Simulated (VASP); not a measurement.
Wanted: the native input for a VASP 6.6.1 run.

* Task: single point
* Functional: PBE
* Potentials or basis: VASP PAW PBE potentials, release 64 (Nd_3, S), 4f in core
* Cutoff: 400 eV
* k mesh: 8 × 8 × 8
* Occupations: gaussian, width 0.1 eV
* Spin: no spin polarisation
* Dipole correction: no
* k mesh for the DOS: 12 × 12 × 12
* Occupations for the DOS: tetrahedron
* Further INCAR settings: ALGO = Normal; EDIFF = 1e-06; NBANDS = 33

Nd4S:

```xyz
5
Lattice="-3.3974 3.3974 3.3974 3.3974 -3.3974 3.3974 3.3974 3.3974 -3.3974" Properties=species:S:1:pos:R:3 pbc="T T T"
Nd    1.6987    1.6987    1.6987
Nd   -1.6987    1.6987    1.6987
Nd    1.6987    1.6987   -1.6987
Nd    1.6987   -1.6987    1.6987
S     0.0000    0.0000    0.0000
```

The input as run:

POSCAR

```
Nd4S
1.0
   -3.3974105339      3.3974105339      3.3974105339
    3.3974105339     -3.3974105339      3.3974105339
    3.3974105339      3.3974105339     -3.3974105339
Nd S
4 1
Direct
    0.5000000000      0.5000000000      0.5000000000
    0.5000000000      0.0000000000      0.0000000000
    0.0000000000      0.0000000000      0.5000000000
    0.0000000000      0.5000000000      0.0000000000
    0.0000000000      0.0000000000      0.0000000000
```

INCAR.step1

```
PREC = Accurate ; ENCUT = 400
EDIFF = 1E-6 ; ISMEAR = 0
SIGMA = 0.1 ; LREAL = False
LASPH = True ; NELM = 200
ALGO = Normal ; ISIF = 2
LWAVE = False ; LCHARG = True
LMAXMIX = 6 ; GGA = PE
NBANDS = 33 ; GGA_COMPAT = False
NEDOS = 2001 ; LORBIT = 11
```

KPOINTS.step1

```
regular mesh
0
Gamma
  8 8 8
```

INCAR.step2

```
PREC = Accurate ; ENCUT = 400
EDIFF = 1E-6 ; ISMEAR = -5
SIGMA = 0.1 ; LREAL = False
LASPH = True ; NELM = 200
ALGO = Normal ; ISIF = 2
LWAVE = False ; LCHARG = False
LMAXMIX = 6 ; GGA = PE
LORBIT = 11 ; NBANDS = 33
NEDOS = 2001 ; ICHARG = 11
GGA_COMPAT = False
```

KPOINTS.step2

```
regular mesh
0
Gamma
  12 12 12
```

Potentials or basis: VASP PAW PBE potentials, release 64 (Nd_3, S), 4f in core.

Run with:

```bash
$ cat potpaw_PBE.64/Nd_3/POTCAR potpaw_PBE.64/S/POTCAR > POTCAR
$ cp INCAR.step1 INCAR
$ cp KPOINTS.step1 KPOINTS
$ mpirun -np 1 vasp_std > vasp.out
$ cp INCAR.step2 INCAR
$ cp KPOINTS.step2 KPOINTS
$ mpirun -np 1 vasp_std > vasp.out
```

It gave:

* Valence electrons inside the program's atomic spheres: Nd 8.96; S 3.74

Caveat: the run has no spin polarisation, though such a crystal can be magnetic.

Wall time 2.6 min on 1 thread of Intel(R) Xeon(R) 6975P-C (Granite Rapids) (shared host), peak memory 0.36 GiB.
